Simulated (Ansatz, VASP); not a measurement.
**Two plane-wave programs on Ag2Ir**

The input INCAR:

```
PREC     = Accurate       # precision mode
ENCUT    = 520            # plane-wave cutoff, eV
EDIFF    = 1E-6           # SCF threshold, eV
ISMEAR   = 0              # smearing method
SIGMA    = 0.1            # smearing width, eV
LREAL    = False          # projectors in reciprocal space
LASPH    = True           # aspherical terms in the spheres
NELM     = 100            # most SCF steps
ALGO     = Normal         # electronic algorithm
ISIF     = 2              # what is computed and relaxed
LWAVE    = False          # write WAVECAR
LCHARG   = False          # write CHGCAR
GGA      = PE             # functional
NBANDS   = 22             # bands
```

Contents of KPOINTS:

```
Automatic mesh
0
Gamma
  6 6 6
```

Contents of POSCAR:

```
Ag2Ir
1.0
    1.7316102747      0.9997456582      5.2299059977
   -1.7316102747      0.9997456582      5.2299059977
    0.0000000000     -1.9994913164      5.2299059977
Ag Ir
2 1
Direct
    0.7500000000      0.7500000000      0.7500000000
    0.2500000000      0.2500000000      0.2500000000
    0.0000000000      0.0000000000      0.0000000000
```

Input for Ansatz:

```yaml
crystal:
  lattice:
    - [1.7316102747, 0.9997456582, 5.2299059977]
    - [-1.7316102747, 0.9997456582, 5.2299059977]
    - [0.0, -1.9994913164, 5.2299059977]
  atoms:
    - { symbol: Ag, position: [0.75, 0.75, 0.75] }
    - { symbol: Ag, position: [0.25, 0.25, 0.25] }
    - { symbol: Ir, position: [0.0, 0.0, 0.0] }
basis:
  ecutwfc: 420
kpoints:
  mp_grid: { grid: [6, 6, 6] }
hamiltonian:
  xc: pbe
scf:
  occupations: { method: gaussian, width: 0.1 }
  lower_state_search: "off"
output:
  forces: true
  stress: true
  eigenvalues: true
```

Alike in both runs: task single point; functional PBE; k mesh 6 × 6 × 6; occupations gaussian, width 0.1 eV; no spin polarisation.

|  | VASP | Ansatz |
| --- | --- | --- |
| version | VASP 6.6.1 | Ansatz 0.2.0 |
| potentials or method | VASP PAW PBE potentials, release 64 (Ag, Ir), cutoff 520 eV | scalar-relativistic, plane waves, PAW |
| valence electrons in the cell | 31 | 55 |

```csv
,VASP,Ansatz,Ansatz less VASP
gap on the k mesh at the Fermi level (eV),none,none,-
rms of the force components (eV/Å),2.594,2.615,+0.0212
```

Atom by atom the forces differ by 0.021 eV/Å (rms over components). A gap of «none» marks a metal or a gap that the smearing closes. VASP's potentials hold 31 valence electrons a cell and Ansatz's 55, so a difference there can come from the potentials and not from the codes.

Neither program's run includes spin-orbit coupling.
